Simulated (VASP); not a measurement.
## SiC (a): single point with PBE

Crystal: SiC (a).

```
Si C
1.0
     3.13024    0.00000    0.00000
     0.00000    5.01808    0.00000
     0.00000    0.00000    5.35162
Si C
4 4
Direct
  0.00000 0.99892 0.33333
  0.50000 0.99892 0.83333
  0.50000 0.49892 0.16667
  0.00000 0.49892 0.66667
  0.00000 0.62308 0.33333
  0.50000 0.62308 0.83333
  0.50000 0.12308 0.16667
  0.00000 0.12308 0.66667
```

```yaml
Program: VASP 6.6.1
Task: single point
Functional: PBE
Potentials_or_basis: VASP PAW PBE potentials, release 64 (Si, C)
Cutoff: 600 eV
k_mesh: 6 × 4 × 4
Occupations: gaussian, width 0.1 eV
Spin: no spin polarisation
```

```yaml
Pressure: -0.2 GPa
Largest_force: 0.202 eV/Å
Band_gap_on_the_k_mesh: 2.33 eV
```

Forces on the atoms (eV/Å):
```
Si   0.000  0.166 -0.092
Si   0.000  0.166 -0.092
Si   0.000  0.166  0.092
Si   0.000  0.166  0.092
C    0.000 -0.166 -0.116
C    0.000 -0.166 -0.116
C    0.000 -0.166  0.116
C    0.000 -0.166  0.116
```

Stress tensor (GPa, compression positive):
```
-6.14  0.00  0.00
 0.00  5.88  0.00
 0.00  0.00 -0.45
```

Levels at points of the mesh, in eV from the valence-band top:
```tsv
k point	band 14	band 15	band 16	band 17	band 18	band 19
(0.00, 0.00, 0.00)	-0.08	-0.07	0.00	2.45	4.25	4.37
(0.50, 0.00, 0.00)	-2.85	-2.69	-2.69	3.18	3.18	6.78
(0.00, 0.50, 0.00)	-0.83	-0.76	-0.76	3.18	3.18	5.22
(0.50, 0.50, 0.00)	-1.98	-1.98	-1.98	4.91	4.91	4.91
(0.00, 0.00, 0.50)	-1.03	-0.68	-0.68	3.73	3.73	5.86
(0.50, 0.00, 0.50)	-3.26	-1.14	-1.14	2.68	2.68	4.30
(0.00, 0.50, 0.50)	-1.85	-1.85	-1.85	4.27	4.27	4.27
(0.50, 0.50, 0.50)	-2.27	-2.27	-2.27	3.31	3.31	3.31
```

It took 70 s on 1 thread of Intel Xeon 6975P-C, on a shared host, peak memory 0.25 GiB.

A k mesh can miss the band edges. As with any semilocal functional, this PBE gap is likely too small.
